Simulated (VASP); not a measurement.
Write the native input for VASP 6.6.1 that does the following.

| Quantity | Value |
| --- | --- |
| Task | single point |
| Functional | PBE |
| Potentials or basis | VASP PAW PBE potentials, release 64 (Be, Se) |
| Cutoff | 520 eV |
| k mesh | 8 × 8 × 2 |
| Occupations | gaussian, width 0.02 eV |
| Spin | no spin polarisation |
| Dipole correction | no |
| Further INCAR settings | ALGO = Normal; EDIFF = 1e-06; NBANDS = 30 |

The structure of BeSe3 lies in POSCAR:

```
BeSe3
1.0
    3.6445672400     -0.0002287640     -0.0015097266
    0.0003170520      3.6446687587     -0.0001055795
    0.1970130986      0.2933377805     17.7198001539
Be Se
2 6
Direct
    0.5037250300      0.4971076135      0.0004504828
    0.0037264768      0.9971141613      0.0004512353
    0.9997236493      0.4910034715      0.0765575574
    0.5077310112      0.0032286347      0.9243447232
    0.4645072134      0.9839857553      0.6568874054
    0.0248891077      0.5454249450      0.6135531805
    0.0279692032      0.4637765238      0.3422131141
    0.4677283083      0.0183588948      0.3855423015
```

The input as run:

INCAR

```
PREC = Accurate ; ENCUT = 520
EDIFF = 1E-6 ; ISMEAR = 0
SIGMA = 0.02 ; LREAL = F
LASPH = T ; NELM = 100
ALGO = Normal ; ISIF = 2
LWAVE = F ; LCHARG = T
GGA = PE ; LELF = T
LVHAR = T ; NBANDS = 30
```

KPOINTS

```
Automatic mesh
0
Gamma
  8 8 2
```

Potentials or basis: VASP PAW PBE potentials, release 64 (Be, Se).

Launch:

```bash
$ cat potpaw_PBE.64/Be/POTCAR potpaw_PBE.64/Se/POTCAR > POTCAR
$ mpirun -np 1 vasp_std > vasp.out
```

Results of the run:

```json
{
  "Pressure": "0.1 GPa",
  "Largest force": "0.033 eV/Å",
  "Band gap on the k mesh": "0.61 eV (least direct gap 0.86 eV)"
}
```

Caveat: semilocal functionals underestimate gaps, and a narrow one can read as zero.

Wall time 10 min on 1 thread of Oxide Virtual Turin-like Processor, with other jobs on the host, peak memory 0.51 GiB.
